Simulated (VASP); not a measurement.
# InSe (P-1) in VASP: single point with PBE

Aim: the single point of InSe with PBE.

Everything below comes from runs of VASP 6.6.1. Logs are shortened: lines on timing, memory, paths and dates and some standing lists are left out, and cuts for length are marked.

### Step 1. The cell of the first run

The typed cell holds 4 atoms: a = 6.276 Å, b = 6.161 Å, c = 4.655 Å, α = 111.07°, β = 109.97°, γ = 38.59°.

### Step 2. Single point, PBE (equal xy, yz and zx shear strains of -3 %)

INCAR reads:

```
ALGO = Normal
EDIFF = 1E-7
ENCUT = 520
GGA = PE
ISIF = 2
ISMEAR = -1
LASPH = True
LCHARG = False
LREAL = False
LWAVE = False
NBANDS = 27
NELM = 100
PREC = Accurate
SIGMA = 0.02
```

KPOINTS reads:

```
k-points
0
Gamma
  7 7 6
```

POSCAR reads:

```
InSe
1.0
    5.8987276766     -2.1430185402     -0.0571935402
    5.8370776766      1.9669814598     -0.1188435402
   -1.6642705423     -0.0408636106      4.3476476418
In Se
2 2
Direct
    0.8840000000      0.8840000000      0.0050000000
    0.1160000000      0.1160000000      0.9950000000
    0.6600000000      0.6600000000      0.6420000000
    0.3400000000      0.3400000000      0.3580000000
```

Potentials or basis: VASP PAW PBE potentials, release 64 (In_d, Se).

Started as:

```
$ cat potpaw_PBE.64/In_d/POTCAR potpaw_PBE.64/Se/POTCAR > POTCAR
$ mpirun -np 1 vasp_std > vasp.out
```

OUTCAR:

```text
EDIFF = 1E-7
   ENCUT = 520
   GGA = PE
   ISIF = 2
   ISMEAR = -1
   LASPH = True
   LREAL = False
   NELM = 100
   PREC = Accurate

 ion  position               nearest neighbor table
   1  0.884  0.884  0.005-   3 2.54   2 2.74   4 2.79   4 2.81   2 3.69   2 3.80
   2  0.116  0.116  0.995-   4 2.54   1 2.74   3 2.79   3 2.81   1 3.69   1 3.80
   3  0.660  0.660  0.642-   1 2.54   2 2.79   2 2.81
   4  0.340  0.340  0.358-   2 2.54   1 2.79   1 2.81

  LATTYP: Found a triclinic cell.
 ALAT       =     8.4084186967
 B/A-ratio  =     1.5929564461
 C/A-ratio  =     0.5536690649
 COS(alpha) =     0.0114989839
 COS(beta)  =     0.2817349825
 COS(gamma) =     0.9418591710

  Lattice vectors:

 A1 = (  -4.1111571343,  -6.0361178492,  -4.1671541016)
 A2 = (  -9.9482348109,  -8.0030993090,  -4.0483105614)
 A3 = (   1.6642705423,   0.0408636106,  -4.3476476418)

Analysis of symmetry for initial positions (statically):
=====================================================================
 Subroutine PRICEL returns:
 Original cell was already a primitive cell.

 Routine SETGRP: Setting up the symmetry group for a
 triclinic supercell.

 Subroutine GETGRP returns: Found  2 space group operations
 (whereof  2 operations were pure point group operations)
 out of a pool of  2 trial point group operations.

The static configuration has the point symmetry S_2 .

Analysis of symmetry for dynamics (positions and initial velocities):
=====================================================================
 Subroutine PRICEL returns:
 Original cell was already a primitive cell.

 Routine SETGRP: Setting up the symmetry group for a
 triclinic supercell.

 Subroutine GETGRP returns: Found  2 space group operations
 (whereof  2 operations were pure point group operations)
 out of a pool of  2 trial point group operations.

The dynamic configuration has the point symmetry S_2 .

 Subroutine INISYM returns: Found  2 space group operations
 (whereof  2 operations are pure point group operations),
 and found     1 'primitive' translations

----------------------------------------------------------------------------------------

                                     Primitive cell

  volume of cell :     104.2029

  direct lattice vectors                    reciprocal lattice vectors
     5.898727677 -2.143018540 -0.057193540     0.082021591 -0.241641781  0.029126501
     5.837077677  1.966981460 -0.118843540     0.089435405  0.245198638  0.036540314
    -1.664270542 -0.040863611  4.347647642     0.003523727  0.003523727  0.231391435

  length of vectors
     6.276208072  6.160731747  4.655481317     0.256839726  0.263545553  0.231445090

  position of ions in fractional coordinates (direct lattice)
     0.884000000  0.884000000  0.005000000
     0.116000000  0.116000000  0.995000000
     0.660000000  0.660000000  0.642000000
     0.340000000  0.340000000  0.358000000

  ion indices of the primitive-cell ions
   primitive index   ion index
                 1           1
                 2           2
                 3           3
                 4           4

----------------------------------------------------------------------------------------

 KPOINTS: k-points

Automatic generation of k-mesh.
 Grid dimensions read from file:
 generate k-points for:    7    7    6

 Generating k-lattice:

  Cartesian coordinates                     Fractional coordinates (reciprocal lattice)
     0.011717370 -0.034520254  0.004160929     0.142857143 -0.000000000  0.000000000
     0.012776486  0.035028377  0.005220045     0.000000000  0.142857143  0.000000000
     0.000587288  0.000587288  0.038565239     0.000000000 -0.000000000  0.166666667

  Length of vectors
     0.036691389  0.037649365  0.038574182

  Shift w.r.t. Gamma in fractional coordinates (k-lattice)
     0.000000000  0.000000000  0.000000000

 Subroutine IBZKPT returns following result:
 ===========================================

 Found    148 irreducible k-points:

 Following reciprocal coordinates:
            Coordinates               Weight
  0.000000  0.000000  0.000000      1.000000
  0.142857  0.000000  0.000000      2.000000
  0.285714 -0.000000  0.000000      2.000000
  0.428571 -0.000000  0.000000      2.000000
  0.000000  0.142857  0.000000      2.000000
  0.142857  0.142857  0.000000      2.000000
[... 16 lines left out ...]
 -0.428571  0.428571  0.000000      2.000000
 -0.285714  0.428571  0.000000      2.000000
 [... further k-points ...]
   k-points           NKPTS =    148   k-points in BZ     NKDIM =    148   number of bands    NBANDS=     27
   number of dos      NEDOS =    301   number of ions     NIONS =      4
   total plane-waves  NPLWV =  82944
   dimension x,y,z NGX =    48 NGY =   48 NGZ =   36
   dimension x,y,z NGXF=    96 NGYF=   96 NGZF=   72
   ions per type =               2   2
   NGX,Y,Z   is equivalent  to a cutoff of  12.71, 12.95, 12.86 a.u.
   NGXF,Y,Z  is equivalent  to a cutoff of  25.43, 25.91, 25.71 a.u.
 SYSTEM =  unknown system
   PREC   = accura    normal or accurate (medium, high low for compatibility)
   ISTART =      0    job   : 0-new  1-cont  2-samecut
   ICHARG =      2    charge: 1-file 2-atom 10-const
   ISPIN  =      1    spin polarized calculation?
   LNONCOLLINEAR =      F non collinear calculations
   LSORBIT =      F    spin-orbit coupling
   LASPH  =      T    aspherical Exc in radial PAW
   ENCUT  =  520.0 eV  38.22 Ry    6.18 a.u.  11.67 11.45  8.66*2*pi/ulx,y,z
   NELM   =    100;   NELMIN=  2; NELMDL= -5     # of ELM steps
   EDIFF  = 0.1E-06   stopping-criterion for ELM
   LREAL  =      F    real-space projection
   EDIFFG = 0.1E-05   stopping-criterion for IOM
   NSW    =      0    number of steps for IOM
   IBRION =     -1    ionic relax: 0-MD 1-quasi-New 2-CG
   NFREE  =      0    steps in history (QN), initial steepest desc. (CG)
   ISIF   =      2    stress and relaxation
   ISYM   =      2    0-nonsym 1-usesym 2-fastsym
   POTIM  = 0.5000    time-step for ionic-motion
   TEBEG  =    0.0;   TEEND  =   0.0 temperature during run
   PSTRESS=    0.0 pullay stress
   NELECT =      38.0000    total number of electrons
   NUPDOWN=      -1.0000    fix difference up-down
   EMIN   =  10.00;   EMAX   =-10.00  energy-range for DOS
   EFERMI =   0.00;   METHOD = LEGACY
   ISMEAR =    -1;   SIGMA  =   0.02  broadening in eV -4-tet -1-fermi 0-gaus
   EFERMI_NEDOS =   21; number of points for ismear=-14 and -15
   IALGO  =     38    algorithm
   IMIX   =      4    mixing-type and parameters
     AMIX     =   0.40;   BMIX     =  1.00
     AMIX_MAG =   1.60;   BMIX_MAG =  1.00
  volume/ion in A,a.u.               =      26.05       175.80
  Fermi-wavevector in a.u.,A,eV,Ry     =   1.169615  2.210251 18.612748  1.367998
  Thomas-Fermi vector in A             =   2.306085
   LORBIT       =      0    0 simple, 1 ext, 2 COOP (PROOUT), +10 PAW based schemes
   GGA     = PE    functional components
   LHFCALC =     F    Hartree Fock is set to
   AEXX    =    0.0000 exact exchange contribution
   IVDW    =     0    specifies the selected vdW correction
   LEPSILON=     F    determine dielectric tensor
   LRPA    =     F    only Hartree local field effects (RPA)
 non-spin polarized calculation
  energy-cutoff  :      520.00
  volume of cell :      104.20
 maximum number of plane-waves:      2829
   NGX = 23   NGY = 23   NGZ = 17

 number of electron      38.0000003 magnetization

 Free energy of the ion-electron system (eV)
  ---------------------------------------------------
  ext. energy  EPLUGINS =         0.00000000
  ---------------------------------------------------
  free energy    TOTEN  =       -13.81684324 eV

  energy without entropy =      -13.81684324  energy(sigma->0) =      -13.81684324

 E-fermi :   5.2653     XC(G=0):  -9.5825

 val. band max:        4.8851632635   @ k =  -0.2857  -0.2857   0.3333
 cond. band min:       5.9553000722   @ k =   0.4286   0.4286   0.0000
 fundamental gap:      1.0701368087
 Fermi energy:         5.2652843840

 k-point     1 :       0.0000    0.0000    0.0000
  band No.  band energies     occupation
      1      -9.8096      2.00000
      2      -9.7497      2.00000
      3      -9.4468      2.00000
      4      -9.4423      2.00000
      5      -9.3916      2.00000
      6      -9.3859      2.00000
[... 19 lines left out ...]
     26      11.9106      0.00000
     27      13.7311      0.00000

 k-point     2 :       0.1429    0.0000    0.0000
  band No.  band energies     occupation
      1      -9.8046      2.00000
      2      -9.7449      2.00000
      3      -9.4880      2.00000
      4      -9.4353      2.00000
      5      -9.4026      2.00000
      6      -9.3788      2.00000
[... 19 lines left out ...]
     26      11.8475      0.00000
     27      13.4521      0.00000

 k-point     3 :       0.2857   -0.0000    0.0000
  band No.  band energies     occupation
      1      -9.7932      2.00000
      2      -9.7394      2.00000
      3      -9.5340      2.00000
      4      -9.4549      2.00000
      5      -9.4083      2.00000
      6      -9.3866      2.00000
[... 19 lines left out ...]
     26      12.3643      0.00000
     27      13.0241      0.00000

 k-point     4 :       0.4286   -0.0000    0.0000
  band No.  band energies     occupation
      1      -9.7833      2.00000
      2      -9.7436      2.00000
      3      -9.5335      2.00000
      4      -9.4993      2.00000
      5      -9.3997      2.00000
      6      -9.3941      2.00000
[... 19 lines left out ...]
     26      13.0355      0.00000
     27      13.7397      0.00000
[... 516 lines left out ...]
      4      -9.4819      2.00000
      5      -9.4019      2.00000
      6      -9.3828      2.00000
[... 19 lines left out ...]
     26      11.6112      0.00000
     27      12.1090      0.00000

 k-point    23 :      -0.4286    0.4286    0.0000
  band No.  band energies     occupation
      1      -9.8514      2.00000
      2      -9.5750      2.00000
      3      -9.5403      2.00000
      4      -9.4904      2.00000
      5      -9.4148      2.00000
      6      -9.3742      2.00000
[... 19 lines left out ...]
     26      11.2230      0.00000
     27      11.5226      0.00000

 k-point    24 :      -0.2857    0.4286    0.0000
  band No.  band energies     occupation
      1      -9.8397      2.00000
      2      -9.6308      2.00000
      3      -9.5428      2.00000
      4      -9.4777      2.00000
      5      -9.4304      2.00000
      6      -9.3773      2.00000
[... 19 lines left out ...]
     26      11.2733      0.00000
     27      11.5673      0.00000

 [... further k-points ...]
[... 5 lines left out ...]
  --------------------------------------------------------------------------------------
  -------------------------------------------------------------------------------------
  Total        4.0511847      0.6516655      1.9090849      0.2333740      0.4055133      2.5592909
  in kB       62.2892224     10.0197196     29.3532437      3.5882546      6.2349927     39.3505236
  external PRESSURE =      33.8873952 kB  Pullay stress =       0.0000000 kB

 VOLUME and BASIS-vectors are now :
 -----------------------------------------------------------------------------
  energy-cutoff  :      520.00
  volume of cell :      104.20
      direct lattice vectors                 reciprocal lattice vectors
     5.898727677 -2.143018540 -0.057193540     0.082021591 -0.241641781  0.029126501
     5.837077677  1.966981460 -0.118843540     0.089435405  0.245198638  0.036540314
    -1.664270542 -0.040863611  4.347647642     0.003523727  0.003523727  0.231391435

 POSITION                                       TOTAL-FORCE (eV/Angst)
 -----------------------------------------------------------------------------------
     10.36613     -0.15582     -0.13388         0.061907     -0.038636      0.678669
     -0.29460     -0.06108      4.30549        -0.061907      0.038636     -0.678669
      6.67717     -0.14242      2.67501        -1.000266     -0.115172     -0.321854
      3.39436     -0.07448      1.49661         1.000266      0.115172      0.321854
 -----------------------------------------------------------------------------------
    total drift:                               -0.000000     -0.000000      0.000000

  FREE ENERGIE OF THE ION-ELECTRON SYSTEM (eV)
  ---------------------------------------------------
  free  energy   TOTEN  =       -13.8168432370 eV

  energy  without entropy=      -13.8168432370  energy(sigma->0) =      -13.81684324
```

It took 7.4 min on 1 thread of Intel Xeon Platinum 8488C (Sapphire Rapids), shared host; peak memory 0.53 GiB.

Results:

```yaml
Free_energy: -13.8168 eV
Pressure: 3.4 GPa
Largest_force: 1.057 eV/Å
Band_gap_on_the_k_mesh: 1.07 eV (least direct gap 1.34 eV)
```

Forces in eV/Å, atoms in the order of the input:
```
In   0.062 -0.039  0.679
In  -0.062  0.039 -0.679
Se  -1.000 -0.115 -0.322
Se   1.000  0.115  0.322
```

Caveat: the cell differs from its parent crystal (equal xy, yz and zx shear strains of -3 %); the stress differs along the axes, from 1 to 6 GPa; spin-orbit coupling is left out, which moves the levels of the heavy elements; forces of over 1 eV/Å act on the atoms, so gaps and moduli don't describe the material at rest. A k mesh can miss the band edges.
